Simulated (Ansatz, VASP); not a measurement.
# One calculation of Mg, two programs

```xyz
2
Lattice="3.1928 0.0000 0.0000 -1.5964 2.7651 0.0000 0.0000 0.0000 5.0956" Properties=species:S:1:pos:R:3 pbc="T T T"
Mg    0.0000    1.8434    3.8217
Mg    1.5964    0.9217    1.2739
```

Alike in both runs: functional PBEsol; k mesh 12 × 12 × 8; occupations gaussian, width 0.05 eV; no spin polarisation.

Ansatz relaxed the structure, and its values are those at the end. VASP's run is a single point on that final structure, the one shown.

|  | VASP | Ansatz |
| --- | --- | --- |
| version | VASP 6.6.1 | Ansatz 0.2.0 |
| potentials or method | VASP PAW PBE potentials, release 64 (Mg), cutoff 520 eV | scalar-relativistic, plane waves, PAW |
| valence electrons in the cell | 4 | 20 |

Ansatz gave:

```
gap on the k mesh at the Fermi level (eV) : none
pressure (GPa)                            : 0.0
```

**Question.** Estimate VASP's values.

**Answer.** gap on the k mesh at the Fermi level (eV): none; pressure (GPa): -0.1.

VASP's potentials were made for PBE, not for PBEsol. A gap of «none» marks a metal or a gap that the smearing closes. VASP's potentials hold 4 valence electrons a cell and Ansatz's 20, so a difference there can come from the potentials and not from the codes.
